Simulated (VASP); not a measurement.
Crystal: Au.

```
Au
1.0
     0.00000    2.04848    2.04848
     2.04848    0.00000    2.04848
     2.04848    2.04848    0.00000
Au
1
Direct
  0.00000 0.00000 0.00000
```

Base run:

* Program: VASP 6.6.1
* Functional: SVWN5
* Potentials or basis: VASP PAW PBE potentials, release 64 (Au)
* Cutoff: 520 eV
* k mesh: 11 × 11 × 11
* Occupations: fermi-dirac, width 0.05 eV
* Spin: no spin polarisation

Its results: pressure -6.8 GPa.

Q: The run is repeated on the same cell with these changes: functional from SVWN5 to PBEsol; further incar settings from ALGO = Normal; EDIFF = 1e-06; NBANDS = 12 to ALGO = Fast; EDIFF = 1e-07; NBANDS = 12. What comes out?

A: Pressure -2.0 GPa.

Caveats: the PAW data sets were made with another functional, which shifts forces and pressure a little.
